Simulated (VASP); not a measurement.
Crystal: Co.

```
Co
1.0
     2.52010    0.00000    0.00000
    -1.26005    2.18247    0.00000
     0.00000    0.00000    4.11676
Co
2
Cartesian
  0.0000 1.4550 3.0470
  1.2600 0.7275 1.0698
```

Base run:

| Item | Value |
| --- | --- |
| Program | VASP 6.6.1 |
| Functional | LDA |
| Potentials or basis | VASP PAW LDA potentials, release 64 (Co_sv) |
| Cutoff | 600 eV |
| k mesh | 12 × 12 × 7 |
| Occupations | fermi-dirac, width 0.05 eV |
| Spin | collinear spin, ferromagnetic start |
| Starting moments | [2.0, 2.0] μB |

Its results: pressure -27.4 GPa; net moment 3.20 μB per cell; site moments Co +1.64 μB; largest force 0.295 eV/Å.

Q: The run is repeated on the same cell with these changes: functional from LDA to PBEsol; potentials or basis from VASP PAW LDA potentials, release 64 (Co_sv) to VASP PAW PBE potentials, release 64 (Co_sv). What comes out?

A: Pressure -19.7 GPa; net moment 3.33 μB per cell; site moments Co +1.73 μB; largest force 0.320 eV/Å.

Caveats: the cell stands under tension; the PAW data sets were made with another functional, which shifts forces and pressure a little (at least some runs).
